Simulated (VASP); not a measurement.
Set up this calculation in VASP 6.6.1, as the native input.

```
Task                   : single point
Functional             : PBE
Potentials or basis    : VASP PAW PBE potentials, release 64 (In_d)
Cutoff                 : 520 eV
k mesh                 : 13 × 13 × 7
Occupations            : fermi-dirac, width 0.08 eV
Spin                   : no spin polarisation
Dipole correction      : no
Further INCAR settings : ALGO = Normal; EDIFF = 1e-06; NBANDS = 20
```

The structure of In lies in POSCAR:

```
In
1.0
    3.4436155125      0.0000000000      0.0000000000
   -1.7218077562      2.9822585147      0.0000000000
    0.0000000000      0.0000000000      5.4101626312
In
2
Direct
    0.3333333333      0.6666666667      0.2500000000
    0.6666666667      0.3333333333      0.7500000000
```

These files were run (other wordings do the same):

INCAR

```
PREC = Accurate
ENCUT = 520
EDIFF = 1E-6
ISMEAR = -1
SIGMA = 0.08
LREAL = False
LASPH = True
NELM = 60
ALGO = Normal
ISIF = 2
LWAVE = False
LCHARG = False
GGA = PE
NBANDS = 20
```

KPOINTS

```
regular mesh
0
Gamma
  13 13 7
```

Potentials or basis: VASP PAW PBE potentials, release 64 (In_d).

Command:

```bash
$ cat potpaw_PBE.64/In_d/POTCAR > POTCAR
$ mpirun -np 1 vasp_std > vasp.out
```

It gave:

```json
{
  "Pressure": "0.0 GPa",
  "Band gap on the k mesh": "zero (band 13 reaches 9.74 eV, above the bottom of band 14 at 4.87 eV)"
}
```

Caveat: spin-orbit coupling is left out, which moves the levels of the heavy elements.

It took 28 s on 1 thread of Intel(R) Xeon(R) 6975P-C (Granite Rapids), on a shared host, peak memory 0.22 GiB.
